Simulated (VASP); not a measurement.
Here is a VASP 6.6.1 calculation.

INCAR

```
ALGO = Normal
EDIFF = 1E-6
ENCUT = 600
GGA = CA
GGA_COMPAT = False
ISIF = 2
ISMEAR = -1
LASPH = True
LCHARG = False
LREAL = False
LWAVE = False
NBANDS = 15
NELM = 120
PREC = Accurate
SIGMA = 0.1
```

Contents of KPOINTS:

```
k-points
0
Gamma
  10 10 10
```

POSCAR

```
TiC
1.0
    0.0000000000      2.1593000000      2.1593000000
    2.1593000000      0.0000000000      2.1593000000
    2.1593000000      2.1593000000      0.0000000000
Ti C
1 1
Direct
    0.0000000000      0.0000000000      0.0000000000
    0.5000000000      0.5000000000      0.5000000000
```

Potentials or basis: VASP PAW LDA potentials, release 64 (Ti_sv, C).

Run with:

```console
$ cat potpaw_LDA.64/Ti_sv/POTCAR potpaw_LDA.64/C/POTCAR > POTCAR
$ mpirun -np 1 vasp_std > vasp.out
```

Problem. Predict the pressure.

Solution. -10.0 GPa.

Problem. Predict the band gap on the k mesh.

Solution. Zero (bands 8 and 9 overlap by 1.02 eV).

Caveat: the cell stands under tension.
